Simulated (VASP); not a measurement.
Wanted: the native input for a VASP 6.6.1 run.

```yaml
Task: single point
Functional: r2SCAN
Potentials_or_basis: VASP PAW PBE potentials, release 64 (Ti_sv)
Cutoff: 520 eV
k_mesh: 12 × 12 × 16
Occupations: gaussian, width 0.1 eV
Spin: no spin polarisation
Dipole_correction: no
Further_INCAR_settings: ALGO = Normal; EDIFF = 1e-06; NBANDS = 12
```

The system is Ti.

```xyz
1
Lattice="2.8193 0.0000 -0.0004 0.0000 2.8193 -0.0004 1.4094 1.4094 2.1463" Properties=species:S:1:pos:R:3 pbc="T T T"
Ti    0.0000    0.0000    0.0000
```

The input as run:

POSCAR

```
Ti
1.0
    2.8193091281     -0.0000000278     -0.0003959360
   -0.0000000278      2.8193091281     -0.0003959360
    1.4093551958      1.4093551958      2.1463294349
Ti
1
Direct
    0.0000000000      0.0000000000      0.0000000000
```

INCAR.step1

```
  PREC = Accurate
  ENCUT = 520
  ISMEAR = 0
  SIGMA = 0.1
  LREAL = False
  LASPH = True
  NELM = 60
  NBANDS = 12
  GGA = PE
  ALGO = Normal
  EDIFF = 1E-4
  LWAVE = True
  LCHARG = False
```

INCAR.step2

```
  PREC = Accurate
  ENCUT = 520
  EDIFF = 1E-6
  ISMEAR = 0
  SIGMA = 0.1
  LREAL = False
  LASPH = True
  NELM = 60
  ALGO = Normal
  ISIF = 2
  LWAVE = False
  LCHARG = False
  METAGGA = R2SCAN
  LMIXTAU = True
  NBANDS = 12
  ISTART = 1
```

KPOINTS

```
regular mesh
0
Gamma
  12 12 16
```

Potentials or basis: VASP PAW PBE potentials, release 64 (Ti_sv).

Launch:

```console
$ cat potpaw_PBE.64/Ti_sv/POTCAR > POTCAR
$ cp INCAR.step1 INCAR
$ mpirun -np 1 vasp_std > vasp.out
$ cp INCAR.step2 INCAR
$ mpirun -np 1 vasp_std > vasp.out
```

It gave:

```json
{"Pressure": "2.2 GPa", "Band gap on the k mesh": "zero (bands 6 and 7 overlap by 1.30 eV)"}
```

Caveat: the PAW data sets were made with another functional, which shifts forces and pressure a little.

Run time: 8.9 min on 1 thread of AMD EPYC 7R13 Processor (Zen 3), with other jobs on the host, peak memory 0.22 GiB.
